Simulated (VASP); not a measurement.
# K2S (Fm-3m) in VASP: a series of runs

The runs below take K2S through single point, with PBE, r2SCAN, HSE06.

Program: VASP 6.6.1. These are calculated values, not measurements. Logs are shortened: lines on timing, memory, paths and dates and some standing lists are left out, and cuts for length are marked.

## 1. The cell of the first run

It takes space group Fm-3m (No. 225, cubic). Conventional cell: a = 7.405 Å, b = 7.405 Å, c = 7.405 Å, α = 90.00°, β = 90.00°, γ = 90.00°. K (site symmetry -43m) has 4 S at 3.21 Å and 6 K at 3.70 Å within 4.2 Å. S (site symmetry m-3m) has 8 K at 3.21 Å within 4.2 Å.

## 2. Single point, PBE

INCAR

```
  PREC = Accurate
  ENCUT = 500
  EDIFF = 1E-6
  ISMEAR = 0
  SIGMA = 0.01
  LREAL = F
  LASPH = T
  NELM = 120
  ALGO = Normal
  ISIF = 2
  LWAVE = F
  LCHARG = F
  GGA = PE
  NBANDS = 19
  GGA_COMPAT = F
```

KPOINTS

```
Automatic mesh
0
Gamma
  6 6 6
```

POSCAR

```
K2S
1.0
    0.0000000000      3.7027186838      3.7027186838
    3.7027186838      0.0000000000      3.7027186838
    3.7027186838      3.7027186838      0.0000000000
K S
2 1
Direct
    0.2500000000      0.2500000000      0.2500000000
    0.7500000000      0.7500000000      0.7500000000
    0.0000000000      0.0000000000      0.0000000000
```

Potentials or basis: VASP PAW PBE potentials, release 64 (K_sv, S).

On the command line:

```console
$ cat potpaw_PBE.64/K_sv/POTCAR potpaw_PBE.64/S/POTCAR > POTCAR
$ mpirun -np 1 vasp_std > vasp.out
```

OUTCAR:

```text
PREC = Accurate
   ENCUT = 500
   EDIFF = 1E-6
   ISMEAR = 0
   LREAL = F
   LASPH = T
   NELM = 120
   ISIF = 2
   GGA = PE

 ion  position               nearest neighbor table
   1  0.250  0.250  0.250-   3 3.21   3 3.21   3 3.21   3 3.21   2 3.70   2 3.70   2 3.70   2 3.70
                             2 3.70   2 3.70
   2  0.750  0.750  0.750-   3 3.21   3 3.21   3 3.21   3 3.21   1 3.70   1 3.70   1 3.70   1 3.70
                             1 3.70   1 3.70
   3  0.000  0.000  0.000-   2 3.21   2 3.21   2 3.21   1 3.21   1 3.21   1 3.21   2 3.21   1 3.21

  LATTYP: Found a face centered cubic cell.
 ALAT       =     7.4054373676

  Lattice vectors:

 A1 = (   0.0000000000,   3.7027186838,   3.7027186838)
 A2 = (   3.7027186838,   0.0000000000,   3.7027186838)
 A3 = (   3.7027186838,   3.7027186838,   0.0000000000)

Analysis of symmetry for initial positions (statically):
=====================================================================
 Subroutine PRICEL returns:
 Original cell was already a primitive cell.

 Routine SETGRP: Setting up the symmetry group for a
 face centered cubic supercell.

 Subroutine GETGRP returns: Found 48 space group operations
 (whereof 48 operations were pure point group operations)
 out of a pool of 48 trial point group operations.

The static configuration has the point symmetry O_h .

Analysis of symmetry for dynamics (positions and initial velocities):
=====================================================================
 Subroutine PRICEL returns:
 Original cell was already a primitive cell.

 Routine SETGRP: Setting up the symmetry group for a
 face centered cubic supercell.

 Subroutine GETGRP returns: Found 48 space group operations
 (whereof 48 operations were pure point group operations)
 out of a pool of 48 trial point group operations.

The dynamic configuration has the point symmetry O_h .

 Subroutine INISYM returns: Found 48 space group operations
 (whereof 48 operations are pure point group operations),
 and found     1 'primitive' translations

----------------------------------------------------------------------------------------

                                     Primitive cell

  volume of cell :     101.5295

  direct lattice vectors                    reciprocal lattice vectors
     0.000000000  3.702718684  3.702718684    -0.135035914  0.135035914  0.135035914
     3.702718684  0.000000000  3.702718684     0.135035914 -0.135035914  0.135035914
     3.702718684  3.702718684  0.000000000     0.135035914  0.135035914 -0.135035914

  length of vectors
     5.236434980  5.236434980  5.236434980     0.233889063  0.233889063  0.233889063

  position of ions in fractional coordinates (direct lattice)
     0.250000000  0.250000000  0.250000000
     0.750000000  0.750000000  0.750000000
     0.000000000  0.000000000  0.000000000

  ion indices of the primitive-cell ions
   primitive index   ion index
                 1           1
                 2           2
                 3           3

----------------------------------------------------------------------------------------

 KPOINTS: Automatic mesh

Automatic generation of k-mesh.
 Grid dimensions read from file:
 generate k-points for:    6    6    6

 Generating k-lattice:

  Cartesian coordinates                     Fractional coordinates (reciprocal lattice)
    -0.022505986  0.022505986  0.022505986     0.166666667  0.000000000  0.000000000
     0.022505986 -0.022505986  0.022505986     0.000000000  0.166666667  0.000000000
     0.022505986  0.022505986 -0.022505986     0.000000000  0.000000000  0.166666667

  Length of vectors
     0.038981511  0.038981511  0.038981511

  Shift w.r.t. Gamma in fractional coordinates (k-lattice)
     0.000000000  0.000000000  0.000000000

 Subroutine IBZKPT returns following result:
 ===========================================

 Found     16 irreducible k-points:

 Following reciprocal coordinates:
            Coordinates               Weight
  0.000000  0.000000  0.000000      1.000000
  0.166667  0.000000  0.000000      8.000000
  0.333333  0.000000  0.000000      8.000000
  0.500000  0.000000  0.000000      4.000000
  0.166667  0.166667  0.000000      6.000000
  0.333333  0.166667  0.000000     24.000000
[... 8 lines left out ...]
 -0.333333  0.333333  0.166667     24.000000
 -0.333333  0.500000  0.166667     12.000000
   k-points           NKPTS =     16   k-points in BZ     NKDIM =     16   number of bands    NBANDS=     19
   number of dos      NEDOS =    301   number of ions     NIONS =      3
   total plane-waves  NPLWV =  64000
   dimension x,y,z NGX =    40 NGY =   40 NGZ =   40
   dimension x,y,z NGXF=    80 NGYF=   80 NGZF=   80
   ions per type =               2   1
   NGX,Y,Z   is equivalent  to a cutoff of  12.70, 12.70, 12.70 a.u.
   NGXF,Y,Z  is equivalent  to a cutoff of  25.40, 25.40, 25.40 a.u.
 SYSTEM =  unknown system
   PREC   = accura    normal or accurate (medium, high low for compatibility)
   ISTART =      0    job   : 0-new  1-cont  2-samecut
   ICHARG =      2    charge: 1-file 2-atom 10-const
   ISPIN  =      1    spin polarized calculation?
   LNONCOLLINEAR =      F non collinear calculations
   LSORBIT =      F    spin-orbit coupling
   LASPH  =      T    aspherical Exc in radial PAW
   ENCUT  =  500.0 eV  36.75 Ry    6.06 a.u.   9.55  9.55  9.55*2*pi/ulx,y,z
   NELM   =    120;   NELMIN=  2; NELMDL= -5     # of ELM steps
   EDIFF  = 0.1E-05   stopping-criterion for ELM
   LREAL  =      F    real-space projection
   EDIFFG = 0.1E-04   stopping-criterion for IOM
   NSW    =      0    number of steps for IOM
   IBRION =     -1    ionic relax: 0-MD 1-quasi-New 2-CG
   NFREE  =      0    steps in history (QN), initial steepest desc. (CG)
   ISIF   =      2    stress and relaxation
   ISYM   =      2    0-nonsym 1-usesym 2-fastsym
   POTIM  = 0.5000    time-step for ionic-motion
   TEBEG  =    0.0;   TEEND  =   0.0 temperature during run
   PSTRESS=    0.0 pullay stress
   NELECT =      24.0000    total number of electrons
   NUPDOWN=      -1.0000    fix difference up-down
   EMIN   =  10.00;   EMAX   =-10.00  energy-range for DOS
   EFERMI =   0.00;   METHOD = LEGACY
   ISMEAR =     0;   SIGMA  =   0.01  broadening in eV -4-tet -1-fermi 0-gaus
   EFERMI_NEDOS =   21; number of points for ismear=-14 and -15
   IALGO  =     38    algorithm
   IMIX   =      4    mixing-type and parameters
     AMIX     =   0.40;   BMIX     =  1.00
     AMIX_MAG =   1.60;   BMIX_MAG =  1.00
  volume/ion in A,a.u.               =      33.84       228.38
  Fermi-wavevector in a.u.,A,eV,Ry     =   1.012235  1.912846 13.940787  1.024619
  Thomas-Fermi vector in A             =   2.145332
   LORBIT       =      0    0 simple, 1 ext, 2 COOP (PROOUT), +10 PAW based schemes
   GGA     = PE    functional components
   LHFCALC =     F    Hartree Fock is set to
   AEXX    =    0.0000 exact exchange contribution
   IVDW    =     0    specifies the selected vdW correction
   LEPSILON=     F    determine dielectric tensor
   LRPA    =     F    only Hartree local field effects (RPA)
 non-spin polarized calculation
 Gauss-broadening in eV      SIGMA  =   0.01
  energy-cutoff  :      500.00
  volume of cell :      101.53
 maximum number of plane-waves:      2637
 NGX is ok and might be reduce to    40
   NGX = 19   NGY = 19   NGZ = 19

 number of electron      23.9999996 magnetization

 Free energy of the ion-electron system (eV)
  ---------------------------------------------------
  ext. energy  EPLUGINS =         0.00000000
  ---------------------------------------------------
  free energy    TOTEN  =        -9.41660506 eV

  energy without entropy =       -9.41660506  energy(sigma->0) =       -9.41660506

 E-fermi :  -0.2370     XC(G=0):  -7.3365

 val. band max:       -0.3478812877   @ k =   0.5000   0.5000   0.0000
 cond. band min:       2.0311239473   @ k =   0.0000   0.0000   0.0000
 fundamental gap:      2.3790052350
 Fermi energy:        -0.2369914949

 k-point     1 :       0.0000    0.0000    0.0000
  band No.  band energies     occupation
      1     -29.5685      2.00000
      2     -29.4863      2.00000
      3     -13.1623      2.00000
      4     -13.1623      2.00000
      5     -13.1623      2.00000
      6     -12.9250      2.00000
[... 11 lines left out ...]
     18       7.1235      0.00000
     19       8.0561      0.00000

 k-point     2 :       0.1667    0.0000    0.0000
  band No.  band energies     occupation
      1     -29.5627      2.00000
      2     -29.4916      2.00000
      3     -13.1563      2.00000
      4     -13.1485      2.00000
      5     -13.1485      2.00000
      6     -12.9674      2.00000
[... 11 lines left out ...]
     18       7.2703      0.00000
     19       7.5721      0.00000

 k-point     3 :       0.3333    0.0000    0.0000
  band No.  band energies     occupation
      1     -29.5472      2.00000
      2     -29.5062      2.00000
      3     -13.1491      2.00000
      4     -13.1092      2.00000
      5     -13.1092      2.00000
      6     -13.0425      2.00000
[... 11 lines left out ...]
     18       7.3168      0.00000
     19       7.3168      0.00000

 k-point     4 :       0.5000    0.0000    0.0000
  band No.  band energies     occupation
      1     -29.5265      2.00000
      2     -29.5264      2.00000
      3     -13.1523      2.00000
      4     -13.0711      2.00000
      5     -13.0566      2.00000
      6     -13.0566      2.00000
[... 231 lines left out ...]
     18       7.2555      0.00000
     19       7.6409      0.00000

 k-point    15 :      -0.3333    0.3333    0.1667
  band No.  band energies     occupation
      1     -29.5261      2.00000
      2     -29.5261      2.00000
      3     -13.3070      2.00000
      4     -13.2241      2.00000
      5     -13.0624      2.00000
      6     -13.0599      2.00000
[... 11 lines left out ...]
     18       6.9565      0.00000
     19       7.6593      0.00000

 k-point    16 :      -0.3333    0.5000    0.1667
  band No.  band energies     occupation
      1     -29.5328      2.00000
      2     -29.5192      2.00000
      3     -13.3470      2.00000
      4     -13.2425      2.00000
      5     -13.1423      2.00000
      6     -12.9748      2.00000
[... 11 lines left out ...]
     18       7.1825      0.00000
     19       7.4693      0.00000

------------------------ aborting loop because EDIFF is reached ----------------------------------------

  FORCE on cell =-STRESS in cart. coord.  units (eV):
  Direction    XX          YY          ZZ          XY          YZ          ZX
  --------------------------------------------------------------------------------------
  -------------------------------------------------------------------------------------
  Total        0.3000964      0.3000964      0.3000964      0.0000000      0.0000000      0.0000000
  in kB        4.7356451      4.7356451      4.7356451      0.0000000      0.0000000      0.0000000
  external PRESSURE =       4.7356451 kB  Pullay stress =       0.0000000 kB

 VOLUME and BASIS-vectors are now :
 -----------------------------------------------------------------------------
  energy-cutoff  :      500.00
  volume of cell :      101.53
      direct lattice vectors                 reciprocal lattice vectors
     0.000000000  3.702718684  3.702718684    -0.135035914  0.135035914  0.135035914
     3.702718684  0.000000000  3.702718684     0.135035914 -0.135035914  0.135035914
     3.702718684  3.702718684  0.000000000     0.135035914  0.135035914 -0.135035914

 POSITION                                       TOTAL-FORCE (eV/Angst)
 -----------------------------------------------------------------------------------
      1.85136      1.85136      1.85136         0.000000     -0.000000      0.000000
      5.55408      5.55408      5.55408        -0.000000      0.000000     -0.000000
      0.00000      0.00000      0.00000        -0.000000      0.000000     -0.000000
 -----------------------------------------------------------------------------------
    total drift:                               -0.000000     -0.000000      0.000000

  FREE ENERGIE OF THE ION-ELECTRON SYSTEM (eV)
  ---------------------------------------------------
  free  energy   TOTEN  =        -9.4166050573 eV

  energy  without entropy=       -9.4166050573  energy(sigma->0) =       -9.41660506
```

Wall time 31 s (1 thread of Intel Xeon Platinum 8375C at 2.90GHz (Ice Lake), shared host); peak memory 0.24 GiB.

Results:

```yaml
Free_energy: -9.4166 eV
Pressure: 0.5 GPa
Band_gap_on_the_k_mesh: 2.38 eV, indirect (least direct gap 2.57 eV)
```

Levels at points of the mesh, in eV from the valence-band top:
```
           k point  band 10  band 11  band 12  band 13  band 14  band 15
(0.00, 0.00, 0.00)    -0.19    -0.19    -0.19     2.38     5.46     5.46
(0.50, 0.00, 0.00)    -0.62    -0.07    -0.07     4.72     5.02     5.82
(0.50, 0.50, 0.00)    -0.74     0.00     0.00     3.51     5.29     6.59
```

## 3. Single point, PBE

INCAR

```
SYSTEM = K2S
  ALGO = Normal
  EDIFF = 1E-6
  ENCUT = 500
  GGA = PE
  GGA_COMPAT = .False.
  ISIF = 2
  ISMEAR = 0
  LASPH = .True.
  LCHARG = .False.
  LREAL = .False.
  LWAVE = .False.
  NBANDS = 19
  NELM = 120
  PREC = Accurate
  SIGMA = 0.01
```

KPOINTS

```
k-points
0
Gamma
  6 6 6
  0 0 0
```

POSCAR is that of step 2.

Potentials or basis: VASP PAW PBE potentials, release 64 (K_sv, S).

On the command line:

```console
$ cat potpaw_PBE.64/K_sv/POTCAR potpaw_PBE.64/S/POTCAR > POTCAR
$ mpirun -np 1 vasp_std > vasp.out
```

It took 29 s on 1 thread of Intel Xeon Platinum 8375C at 2.90GHz (Ice Lake), shared host; peak memory 0.23 GiB.

Results (log left out):

| Item | Value |
| --- | --- |
| Free energy | -9.4166 eV |
| Pressure | 0.5 GPa |
| Band gap on the k mesh | 2.38 eV, indirect (least direct gap 2.57 eV) |

Levels at points of the mesh, in eV from the valence-band top:
| k point | band 10 | band 11 | band 12 | band 13 | band 14 | band 15 |
| --- | --- | --- | --- | --- | --- | --- |
| (0.00, 0.00, 0.00) | -0.19 | -0.19 | -0.19 | 2.38 | 5.46 | 5.46 |
| (0.50, 0.00, 0.00) | -0.62 | -0.07 | -0.07 | 4.72 | 5.02 | 5.82 |
| (0.50, 0.50, 0.00) | -0.74 | 0.00 | 0.00 | 3.51 | 5.29 | 6.59 |

A k mesh can miss the band edges.

## 4. Single point, r2SCAN

POSCAR is that of step 3.

INCAR.step1

```
PREC     = Accurate       # precision mode
ENCUT    = 550            # plane-wave cutoff, eV
ISMEAR   = 0              # smearing method
SIGMA    = 0.01           # smearing width, eV
LREAL    = False          # projectors in reciprocal space
LASPH    = True           # aspherical terms in the spheres
NELM     = 120            # most SCF steps
NBANDS   = 19             # bands
GGA      = PE             # functional
ALGO     = Normal         # electronic algorithm
EDIFF    = 1E-5           # SCF threshold, eV
LWAVE    = True           # write WAVECAR
LCHARG   = False          # write CHGCAR
GGA_COMPAT= False
```

INCAR.step2

```
PREC     = Accurate       # precision mode
ENCUT    = 550            # plane-wave cutoff, eV
EDIFF    = 1E-6           # SCF threshold, eV
ISMEAR   = 0              # smearing method
SIGMA    = 0.01           # smearing width, eV
LREAL    = False          # projectors in reciprocal space
LASPH    = True           # aspherical terms in the spheres
NELM     = 120            # most SCF steps
ALGO     = Normal         # electronic algorithm
ISIF     = 2              # what is computed and relaxed
LWAVE    = False          # write WAVECAR
LCHARG   = False          # write CHGCAR
METAGGA  = R2SCAN         # meta-GGA
LMIXTAU  = True         
NBANDS   = 19             # bands
ISTART   = 1            
GGA_COMPAT= False
```

KPOINTS

```
regular mesh
0
Gamma
  6 6 6
```

On the command line:

```console
$ cat potpaw_PBE.64/K_sv/POTCAR potpaw_PBE.64/S/POTCAR > POTCAR
$ cp INCAR.step1 INCAR
$ mpirun -np 1 vasp_std > vasp.out
$ cp INCAR.step2 INCAR
$ mpirun -np 1 vasp_std > vasp.out
```

Run time: 96 s. Hardware: 1 thread of Intel Xeon Platinum 8375C at 2.90GHz (Ice Lake), shared host; peak memory 0.27 GiB.

It converged, with:

| Quantity | Value |
| --- | --- |
| Free energy | -23.8136 eV |
| Pressure | 0.0 GPa |
| Band gap on the k mesh | 2.76 eV, indirect (least direct gap 2.95 eV) |

Levels at points of the mesh, in eV from the valence-band top:
```tsv
k point	band 9	band 10	band 11	band 12	band 13	band 14	band 15	band 16
(0.00, 0.00, 0.00)	-10.04	-0.19	-0.19	-0.19	2.76	5.95	5.95	8.00
(0.50, 0.00, 0.00)	-9.84	-0.60	-0.06	-0.06	4.95	5.61	6.26	6.26
(0.50, 0.50, 0.00)	-9.79	-0.71	0.00	0.00	3.71	5.90	7.18	7.20
```

Caveat: the PAW data sets were made with another functional, which shifts forces and pressure a little. r2SCAN opens gaps a little over a GGA but as a rule still falls short of measured ones.

## 5. Single point, HSE06

POSCAR is that of step 4.

INCAR.step1

```
  PREC = Accurate
  ENCUT = 400
  EDIFF = 1E-5
  ISMEAR = 0
  SIGMA = 0.01
  LREAL = False
  LASPH = True
  NELM = 120
  ALGO = Normal
  ISIF = 2
  LWAVE = True
  LCHARG = False
  NBANDS = 19
  GGA = PE
  GGA_COMPAT = False
```

INCAR.step2

```
  PREC = Accurate
  ENCUT = 400
  EDIFF = 1E-6
  ISMEAR = 0
  SIGMA = 0.01
  LREAL = False
  LASPH = True
  NELM = 120
  ALGO = Normal
  ISIF = 2
  LWAVE = False
  LCHARG = False
  GGA = PE
  LHFCALC = True
  HFSCREEN = 0.2079
  PRECFOCK = Normal
  NBANDS = 19
  ISTART = 1
  GGA_COMPAT = False
```

KPOINTS

```
Automatic mesh
0
Gamma
  4 4 4
```

On the command line:

```console
$ cat potpaw_PBE.64/K_sv/POTCAR potpaw_PBE.64/S/POTCAR > POTCAR
$ cp INCAR.step1 INCAR
$ mpirun -np 1 vasp_std > vasp.out
$ cp INCAR.step2 INCAR
$ mpirun -np 1 vasp_std > vasp.out
```

Run time: 10 min. Hardware: 1 thread of Intel Xeon Platinum 8375C at 2.90GHz (Ice Lake), shared host; peak memory 0.32 GiB.

The run converged. Its results:

| Item | Value |
| --- | --- |
| Free energy | -10.8455 eV |
| Pressure | 0.2 GPa |
| Band gap on the k mesh | 3.31 eV, indirect (least direct gap 3.49 eV) |

Levels at points of the mesh, in eV from the valence-band top:
| k point | band 9 | band 10 | band 11 | band 12 | band 13 | band 14 | band 15 | band 16 |
| --- | --- | --- | --- | --- | --- | --- | --- | --- |
| (0.00, 0.00, 0.00) | -10.61 | -0.18 | -0.18 | -0.18 | 3.31 | 6.70 | 6.70 | 8.76 |
| (0.50, 0.00, 0.00) | -10.38 | -0.64 | -0.06 | -0.06 | 5.72 | 6.07 | 6.95 | 6.95 |
| (0.50, 0.50, 0.00) | -10.32 | -0.76 | 0.00 | 0.00 | 4.44 | 6.45 | 7.81 | 8.00 |

Caveat: the PAW data sets were made with another functional, which shifts forces and pressure a little. A k mesh can miss the band edges.

## 6. The runs side by side

| level | k mesh | cutoff (eV) | grid for exact exchange (PRECFOCK) | screening parameter | gap on the mesh (eV) | pressure (GPa) |
| --- | --- | --- | --- | --- | --- | --- |
| PBE | 6 × 6 × 6 | 500 | - | - | 2.38 | 0.5 |
| r2SCAN | 6 × 6 × 6 | 550 | - | - | 2.76 | 0.0 |
| HSE06 | 4 × 4 × 4 | 400 | Normal | 0.2079 1/Å | 3.31 | 0.2 |

Alike in all rows: task single point; potentials or basis VASP PAW PBE potentials, release 64 (K_sv, S); no spin polarisation; cell as given; smearing gaussian 0.01 eV.

On the cell as given the gap runs from 2.38 eV (PBE) to 3.31 eV (HSE06); the meshes differ, which moves gaps too. The pressure there spans 0.0 GPa (r2SCAN) to 0.5 GPa (PBE); a positive pressure means that this level wants a larger cell, a negative one a smaller.

Caveats: the PAW data sets were made with another functional, which shifts forces and pressure a little (some runs).

Total energies depend on the potentials used, so only differences within one code and one set of settings carry meaning.
